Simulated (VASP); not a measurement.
Write the native input for VASP 6.6.1 that does the following.

| Quantity | Value |
| --- | --- |
| Task | relaxation of the atoms |
| Functional | PBE |
| Potentials or basis | VASP PAW PBE potentials, release 64 (Al, Ni) |
| Cutoff | 520 eV |
| k mesh | 2 × 2 × 2 |
| Occupations | methfessel-paxton, width 0.1 eV |
| Spin | no spin polarisation |
| Dipole correction | no |
| Further INCAR settings | LREAL = Auto; ALGO = Normal; EDIFF = 1e-07; IBRION = 2; EDIFFG = -0.02; NSW = 90 |

The structure of Al15Ni16 (a cell with a defect) lies in POSCAR:

```
Al15Ni16
1.0
    0.0000000000      5.7836525300      5.7836525300
    5.7836525300      0.0000000000      5.7836525300
    5.7836525300      5.7836525300      0.0000000000
Al Ni
15 16
Direct
    0.1243749200      0.1253929700      0.1256728800
    0.1250000000      0.6250000000      0.6250000000
    0.1243947400      0.1255129800      0.6254495000
    0.3722334700      0.3780541400      0.8729053500
    0.1243691800      0.6252655400      0.1258232800
    0.3718241500      0.8729449300      0.3779215100
    0.3741924900      0.8758168100      0.8757369100
    0.6243736300      0.1255323700      0.1256456600
    0.8747451300      0.3754032900      0.3751488200
    0.6242958100      0.1253797000      0.6253614600
    0.8767070900      0.3776590600      0.8735075400
    0.6244376300      0.6253734700      0.1255422900
    0.8767971100      0.8730913500      0.3780578300
    0.6243142500      0.6255900700      0.6253492900
    0.8773059900      0.8729271600      0.8730070000
    0.0010387100     -0.0002296500      0.0002489200
    0.2477595000      0.2511452400      0.2509290600
   -0.0007049800      0.0001040400      0.5008121600
    0.2500000000      0.2500000000      0.7500000000
    0.0005132100      0.5006409400     -0.0009181000
    0.2500000000      0.7500000000      0.2500000000
    0.0000000000      0.5000000000      0.5000000000
    0.2495559800      0.7505977400      0.7504655300
    0.4999319500     -0.0001324900     -0.0007638300
    0.7493290700      0.2509970200      0.2514310700
    0.4983251300     -0.0002904700      0.5024844300
    0.7499046800      0.2510052300      0.7487150000
    0.4991014100      0.5022126700     -0.0004822800
    0.7498182600      0.7486942500      0.2512393400
    0.5000000000      0.5000000000      0.5000000000
    0.7499583900      0.7501230200      0.7509153700
```

One way to write it, as run:

INCAR

```
PREC     = Accurate       # precision mode
ENCUT    = 520            # plane-wave cutoff, eV
EDIFF    = 1E-7           # SCF threshold, eV
ISMEAR   = 1              # smearing method
SIGMA    = 0.1            # smearing width, eV
LREAL    = Auto         
LASPH    = True           # aspherical terms in the spheres
NELM     = 100            # most SCF steps
ALGO     = Normal         # electronic algorithm
ISIF     = 2              # what is computed and relaxed
LWAVE    = False          # write WAVECAR
LCHARG   = False          # write CHGCAR
GGA      = PE             # functional
IBRION   = 2              # ionic algorithm
NSW      = 90             # ionic steps
EDIFFG   = -0.02          # ionic threshold
LUSENCCL = False
```

KPOINTS

```
regular mesh
0
Gamma
  2 2 2
```

Potentials or basis: VASP PAW PBE potentials, release 64 (Al, Ni).

The run is started by

```console
$ cat potpaw_PBE.64/Al/POTCAR potpaw_PBE.64/Ni/POTCAR > POTCAR
$ mpirun -np 1 vasp_std > vasp.out
```

It gave:

```json
{
 "Energy gained by relaxing": "1.5 meV/atom",
 "Ionic steps": "5",
 "Pressure after relaxing": "-1.4 GPa",
 "Largest force after relaxing": "0.019 eV/Å",
 "Band gap on the k mesh": "zero (an odd number of electrons rules out a gap without spin polarisation)"
}
```

Caveat: the k points lie up to 0.47 Å⁻¹ apart, too coarse for converged energies and pressures of a metal.

Run time: 9.2 min on 1 × NVIDIA H100 80GB with 1 thread of AMD EPYC 7R13 Processor (Zen 3), on a shared host, peak memory 1.6 GiB.
